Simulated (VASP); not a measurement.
# SnO (P4/nmm) in VASP: further runs, part 2 of 3

VASP 6.6.1. Earlier steps stand in the parts before.

## (3) Single point, PBE

This run uses another cell than the first one, of 13.50 Å³/atom.

Input file INCAR:

```
PREC = Accurate ; ENCUT = 520
EDIFF = 1E-6 ; ISMEAR = 0
SIGMA = 0.1 ; LREAL = F
LASPH = T ; NELM = 80
ALGO = Normal ; ISIF = 2
LWAVE = F ; LCHARG = F
GGA = PE ; NBANDS = 28
```

Input file KPOINTS:

```
regular mesh
0
Gamma
  12 12 10
```

Input file POSCAR:

```
SnO
1.0
    3.6236720353      0.0000000000      0.0000000000
    0.0000000000      3.6236720353      0.0000000000
    0.0000000000      0.0000000000      4.1131370011
Sn O
2 2
Direct
    0.0000000000      0.5000000000      0.2846500590
    0.5000000000      0.0000000000      0.7153499410
    0.5000000000      0.5000000000      0.0000000000
    0.0000000000      0.0000000000      0.0000000000
```

Potentials or basis: VASP PAW PBE potentials, release 64 (Sn_d, O).

Run with:

```
$ cat potpaw_PBE.64/Sn_d/POTCAR potpaw_PBE.64/O/POTCAR > POTCAR
$ mpirun -np 1 vasp_std > vasp.out
```

Wall time 80 s (1 thread of Intel Xeon 6975P-C (Granite Rapids), shared host); peak memory 0.31 GiB.

The run converged. Its results:

```yaml
Free_energy: -21.6203 eV
Pressure: 25.4 GPa
Largest_force: 0.104 eV/Å
Band_gap_on_the_k_mesh: zero (bands 20 and 21 overlap by 1.76 eV)
```

Forces on the atoms (eV/Å):
```
Sn   0.000  0.000  0.104
Sn   0.000  0.000 -0.104
O    0.000  0.000  0.000
O    0.000  0.000  0.000
```

Stress tensor (GPa, compression positive):
```
25.41  0.00  0.00
 0.00 25.41  0.00
 0.00  0.00 25.48
```

Levels at points of the mesh, in eV from the Fermi level:
```tsv
k point	band 18	band 19	band 20	band 21	band 22	band 23
(0.00, 0.00, 0.00)	-3.49	-3.49	0.32	3.70	3.90	3.90
(0.50, 0.00, 0.00)	-5.50	-3.56	-3.56	4.61	4.61	5.83
(0.50, 0.50, 0.00)	-2.76	-2.10	-2.10	-1.35	-1.35	4.91
(0.00, 0.00, 0.50)	-3.50	-2.48	-1.01	1.58	1.58	2.17
(0.50, 0.00, 0.50)	-5.34	-1.97	-1.97	3.96	3.96	4.79
(0.50, 0.50, 0.50)	-3.90	-2.77	-2.77	1.96	1.96	6.23
```

Caveat: the cell stands under pressure; spin-orbit coupling is left out, which moves the levels of the heavy elements.

## (4) Single point, PBE

This run uses another cell than the first one, of 14.98 Å³/atom.

Input file INCAR:

```
  PREC = Accurate
  ENCUT = 520
  EDIFF = 1E-6
  ISMEAR = 0
  SIGMA = 0.1
  LREAL = False
  LASPH = True
  NELM = 100
  ALGO = Normal
  ISIF = 2
  LWAVE = False
  LCHARG = False
  GGA = PE
  NBANDS = 28
```

KPOINTS is that of step 3.

Input file POSCAR:

```
SnO
1.0
    3.7215311500      0.0000000000      0.0000000000
    0.0000000000      3.7215311500      0.0000000000
    0.0000000000      0.0000000000      4.3252647362
Sn O
2 2
Direct
    0.0000000000      0.5000000000      0.2698187321
    0.5000000000      0.0000000000      0.7301812679
    0.5000000000      0.5000000000      0.0000000000
    0.0000000000      0.0000000000      0.0000000000
```

Potentials or basis: VASP PAW PBE potentials, release 64 (Sn_d, O).

Run with:

```
$ cat potpaw_PBE.64/Sn_d/POTCAR potpaw_PBE.64/O/POTCAR > POTCAR
$ mpirun -np 1 vasp_std > vasp.out
```

OUTCAR:

```text
PREC = Accurate
   ENCUT = 520
   EDIFF = 1E-6
   ISMEAR = 0
   LREAL = False
   LASPH = True
   NELM = 100
   ISIF = 2
   GGA = PE

 ion  position               nearest neighbor table
   1  0.000  0.500  0.270-   3 2.20   4 2.20   4 2.20   3 2.20   2 3.30   2 3.30   2 3.30   2 3.30
                             2 3.52   2 3.52   2 3.52   2 3.52
   2  0.500  0.000  0.730-   3 2.20   4 2.20   3 2.20   4 2.20   1 3.30   1 3.30   1 3.30   1 3.30
                             1 3.52   1 3.52   1 3.52   1 3.52
   3  0.500  0.500  0.000-   1 2.20   2 2.20   2 2.20   1 2.20
   4  0.000  0.000  0.000-   1 2.20   2 2.20   1 2.20   2 2.20

  LATTYP: Found a simple tetragonal cell.
 ALAT       =     3.7215311500
 C/A-ratio  =     1.1622272022

  Lattice vectors:

 A1 = (   3.7215311500,   0.0000000000,   0.0000000000)
 A2 = (   0.0000000000,   3.7215311500,   0.0000000000)
 A3 = (   0.0000000000,   0.0000000000,   4.3252647362)

Analysis of symmetry for initial positions (statically):
=====================================================================
 Subroutine PRICEL returns:
 Original cell was already a primitive cell.

 Routine SETGRP: Setting up the symmetry group for a
 simple tetragonal supercell.

 Subroutine GETGRP returns: Found 16 space group operations
 (whereof  8 operations were pure point group operations)
 out of a pool of 16 trial point group operations.

The static configuration has the point symmetry D_2d.
 The point group associated with its full space group is D_4h.

Analysis of symmetry for dynamics (positions and initial velocities):
=====================================================================
 Subroutine PRICEL returns:
 Original cell was already a primitive cell.

 Routine SETGRP: Setting up the symmetry group for a
 simple tetragonal supercell.

 Subroutine GETGRP returns: Found 16 space group operations
 (whereof  8 operations were pure point group operations)
 out of a pool of 16 trial point group operations.

The dynamic configuration has the point symmetry D_2d.
 The point group associated with its full space group is D_4h.

 Subroutine INISYM returns: Found 16 space group operations
 (whereof  8 operations are pure point group operations),
 and found     1 'primitive' translations

----------------------------------------------------------------------------------------

                                     Primitive cell

  volume of cell :      59.9040

  direct lattice vectors                    reciprocal lattice vectors
     3.721531150  0.000000000  0.000000000     0.268706605  0.000000000  0.000000000
     0.000000000  3.721531150  0.000000000     0.000000000  0.268706605  0.000000000
     0.000000000  0.000000000  4.325264736     0.000000000  0.000000000  0.231199721

  length of vectors
     3.721531150  3.721531150  4.325264736     0.268706605  0.268706605  0.231199721

  position of ions in fractional coordinates (direct lattice)
     0.000000000  0.500000000  0.269818732
     0.500000000  0.000000000  0.730181268
     0.500000000  0.500000000  0.000000000
     0.000000000  0.000000000  0.000000000

  ion indices of the primitive-cell ions
   primitive index   ion index
                 1           1
                 2           2
                 3           3
                 4           4

----------------------------------------------------------------------------------------

 KPOINTS: regular mesh

Automatic generation of k-mesh.
 Grid dimensions read from file:
 generate k-points for:   12   12   10

 Generating k-lattice:

  Cartesian coordinates                     Fractional coordinates (reciprocal lattice)
     0.022392217  0.000000000  0.000000000     0.083333333  0.000000000  0.000000000
     0.000000000  0.022392217  0.000000000     0.000000000  0.083333333  0.000000000
     0.000000000  0.000000000  0.023119972     0.000000000  0.000000000  0.100000000

  Length of vectors
     0.022392217  0.022392217  0.023119972

  Shift w.r.t. Gamma in fractional coordinates (k-lattice)
     0.000000000  0.000000000  0.000000000

 Subroutine IBZKPT returns following result:
 ===========================================

 Found    168 irreducible k-points:

 Following reciprocal coordinates:
            Coordinates               Weight
  0.000000  0.000000  0.000000      1.000000
  0.083333  0.000000  0.000000      4.000000
  0.166667  0.000000  0.000000      4.000000
  0.250000  0.000000  0.000000      4.000000
  0.333333  0.000000  0.000000      4.000000
  0.416667  0.000000  0.000000      4.000000
[... 16 lines left out ...]
  0.333333  0.333333  0.000000      4.000000
  0.416667  0.333333  0.000000      8.000000
 [... further k-points ...]
   k-points           NKPTS =    168   k-points in BZ     NKDIM =    168   number of bands    NBANDS=     28
   number of dos      NEDOS =    301   number of ions     NIONS =      4
   total plane-waves  NPLWV =  25088
   dimension x,y,z NGX =    28 NGY =   28 NGZ =   32
   dimension x,y,z NGXF=    56 NGYF=   56 NGZF=   64
   ions per type =               2   2
   NGX,Y,Z   is equivalent  to a cutoff of  12.51, 12.51, 12.30 a.u.
   NGXF,Y,Z  is equivalent  to a cutoff of  25.02, 25.02, 24.60 a.u.
 SYSTEM =  unknown system
   PREC   = accura    normal or accurate (medium, high low for compatibility)
   ISTART =      0    job   : 0-new  1-cont  2-samecut
   ICHARG =      2    charge: 1-file 2-atom 10-const
   ISPIN  =      1    spin polarized calculation?
   LNONCOLLINEAR =      F non collinear calculations
   LSORBIT =      F    spin-orbit coupling
   LASPH  =      T    aspherical Exc in radial PAW
   ENCUT  =  520.0 eV  38.22 Ry    6.18 a.u.   6.92  6.92  8.04*2*pi/ulx,y,z
   NELM   =    100;   NELMIN=  2; NELMDL= -5     # of ELM steps
   EDIFF  = 0.1E-05   stopping-criterion for ELM
   LREAL  =      F    real-space projection
   EDIFFG = 0.1E-04   stopping-criterion for IOM
   NSW    =      0    number of steps for IOM
   IBRION =     -1    ionic relax: 0-MD 1-quasi-New 2-CG
   NFREE  =      0    steps in history (QN), initial steepest desc. (CG)
   ISIF   =      2    stress and relaxation
   ISYM   =      2    0-nonsym 1-usesym 2-fastsym
   POTIM  = 0.5000    time-step for ionic-motion
   TEBEG  =    0.0;   TEEND  =   0.0 temperature during run
   PSTRESS=    0.0 pullay stress
   NELECT =      40.0000    total number of electrons
   NUPDOWN=      -1.0000    fix difference up-down
   EMIN   =  10.00;   EMAX   =-10.00  energy-range for DOS
   EFERMI =   0.00;   METHOD = LEGACY
   ISMEAR =     0;   SIGMA  =   0.10  broadening in eV -4-tet -1-fermi 0-gaus
   EFERMI_NEDOS =   21; number of points for ismear=-14 and -15
   IALGO  =     38    algorithm
   IMIX   =      4    mixing-type and parameters
     AMIX     =   0.40;   BMIX     =  1.00
     AMIX_MAG =   1.60;   BMIX_MAG =  1.00
  volume/ion in A,a.u.               =      14.98       101.06
  Fermi-wavevector in a.u.,A,eV,Ry     =   1.430901  2.704010 27.857613  2.047477
  Thomas-Fermi vector in A             =   2.550696
   LORBIT       =      0    0 simple, 1 ext, 2 COOP (PROOUT), +10 PAW based schemes
   GGA     = PE    functional components
   LHFCALC =     F    Hartree Fock is set to
   AEXX    =    0.0000 exact exchange contribution
   IVDW    =     0    specifies the selected vdW correction
   LEPSILON=     F    determine dielectric tensor
   LRPA    =     F    only Hartree local field effects (RPA)
 non-spin polarized calculation
 Gauss-broadening in eV      SIGMA  =   0.10
  energy-cutoff  :      520.00
  volume of cell :       59.90
 maximum number of plane-waves:      1636
 NGX is ok and might be reduce to    28
   NGX = 13   NGY = 13   NGZ = 17

 number of electron      40.0000003 magnetization

 Free energy of the ion-electron system (eV)
  ---------------------------------------------------
  ext. energy  EPLUGINS =         0.00000000
  ---------------------------------------------------
  free energy    TOTEN  =       -22.28826877 eV

  energy without entropy =      -22.28641849  energy(sigma->0) =      -22.28734363

 E-fermi :   9.1490     XC(G=0): -11.1748

 val. band max:        9.1467434817   @ k =   0.0833   0.0833   0.2000
 cond. band min:       9.1638932371   @ k =   0.5000   0.5000   0.2000
 fundamental gap:      0.0171497554
 Fermi energy:         9.1489852364

 k-point     1 :       0.0000    0.0000    0.0000
  band No.  band energies     occupation
      1     -13.1592      2.00000
      2     -12.6760      2.00000
      3     -12.6760      2.00000
      4     -12.6200      2.00000
      5     -12.6178      2.00000
      6     -12.6111      2.00000
[... 20 lines left out ...]
     27      15.8893      0.00000
[... 691 lines left out ...]
      6     -12.5696      2.00000
[... 20 lines left out ...]
     27      17.8644      0.00000
     28      18.4259      0.00000

 [... further k-points ...]
[... 5 lines left out ...]
  --------------------------------------------------------------------------------------
  -------------------------------------------------------------------------------------
  Total        4.6010470      4.6010470      4.6226752      0.0000000      0.0000000      0.0000000
  in kB      123.0583938    123.0583938    123.6368545      0.0000000      0.0000000      0.0000000
  external PRESSURE =     123.2512140 kB  Pullay stress =       0.0000000 kB

 VOLUME and BASIS-vectors are now :
 -----------------------------------------------------------------------------
  energy-cutoff  :      520.00
  volume of cell :       59.90
      direct lattice vectors                 reciprocal lattice vectors
     3.721531150  0.000000000  0.000000000     0.268706605  0.000000000  0.000000000
     0.000000000  3.721531150  0.000000000     0.000000000  0.268706605  0.000000000
     0.000000000  0.000000000  4.325264736     0.000000000  0.000000000  0.231199721

 POSITION                                       TOTAL-FORCE (eV/Angst)
 -----------------------------------------------------------------------------------
      0.00000      1.86077      1.16704         0.000000      0.000000      0.090460
      1.86077      0.00000      3.15823        -0.000000      0.000000     -0.090460
      1.86077      1.86077      0.00000         0.000000     -0.000000      0.000000
      0.00000      0.00000      0.00000         0.000000      0.000000      0.000000
 -----------------------------------------------------------------------------------
    total drift:                                0.000000      0.000000      0.000000

  FREE ENERGIE OF THE ION-ELECTRON SYSTEM (eV)
  ---------------------------------------------------
  free  energy   TOTEN  =       -22.2882687726 eV

  energy  without entropy=      -22.2864184886  energy(sigma->0) =      -22.28734363
```

Run time: 80 s. Hardware: 1 thread of Intel Xeon 6975P-C (Granite Rapids), shared host; peak memory 0.33 GiB.

Results:

```yaml
Free_energy: -22.2883 eV
Pressure: 12.3 GPa
Largest_force: 0.090 eV/Å
Band_gap_on_the_k_mesh: zero (bands 20 and 21 overlap by 0.99 eV)
```

Forces on the atoms (eV/Å):
```
Sn   0.000  0.000  0.090
Sn   0.000  0.000 -0.090
O    0.000  0.000  0.000
O    0.000  0.000  0.000
```

Caveat: the cell stands under pressure; spin-orbit coupling is left out, which moves the levels of the heavy elements.

(Part 2 of 3 ends here.)

The gap in the log of VASP goes by the Fermi energy; the results here count the filled bands.